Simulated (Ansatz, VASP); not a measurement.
One calculation of Al, two programs

```
Al
1.0
    -1.54571    1.54571    1.54571
     1.54571   -1.54571    1.54571
     1.54571    1.54571   -1.54571
Al
1
Direct
  0.00000 0.00000 0.00000
```

Alike in both runs: task single point; functional PBEsol; k mesh 18 × 18 × 18; occupations gaussian, width 0.1 eV; no spin polarisation.

```csv
,VASP,Ansatz
version,VASP 6.6.1,Ansatz 0.2.0
potentials or method,"VASP PAW PBE potentials, release 64 (Al), cutoff 520 eV","scalar-relativistic, plane waves, PAW"
valence electrons in the cell,3,3
```

Ansatz gave:

| Quantity | Value |
| --- | --- |
| gap on the k mesh at the Fermi level (eV) | none |
| pressure (GPa) | 10.8 |

Task: Estimate VASP's values.

Result: gap on the k mesh at the Fermi level (eV): none; pressure (GPa): 10.9.

VASP's potentials were made for PBE, not for PBEsol. A gap of «none» marks a metal or a gap that the smearing closes. With one functional, cell and mesh, what is left measures potentials, basis and numerics.
